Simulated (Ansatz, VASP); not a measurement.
**Two plane-wave programs on Be**

```xyz
3
Lattice="1.1823 0.6826 5.7141 -1.1823 0.6826 5.7141 0.0000 -1.3652 5.7141" Properties=species:S:1:pos:R:3 pbc="T T T"
Be    0.0000    0.0000    0.0000
Be    0.0000    0.0000    3.8094
Be    0.0000    0.0000   13.3329
```

Alike in both runs: task single point; functional PBE; k mesh 9 × 9 × 9; occupations gaussian, width 0.1 eV; no spin polarisation.

|  | VASP | Ansatz |
| --- | --- | --- |
| version | VASP 6.6.1 | Ansatz 0.2.0 |
| potentials or method | VASP PAW PBE potentials, release 64 (Be), cutoff 520 eV | scalar-relativistic, plane waves, PAW |
| valence electrons in the cell | 6 | 6 |

Ansatz gave:

```
gap on the k mesh at the Fermi level (eV)                     : none
pressure (GPa)                                                : -14.9
traceless stress, the component that is largest in VASP (GPa) : -4.58
rms of the force components (eV/Å)                            : 0.052
```

Question: Which values does VASP return?

Answer: gap on the k mesh at the Fermi level (eV): none; pressure (GPa): -14.8; traceless stress, the component that is largest in VASP (GPa): -4.57; rms of the force components (eV/Å): 0.052.

Atom by atom the forces differ by 0.000 eV/Å (rms over components). A gap of «none» marks a metal or a gap that the smearing closes.
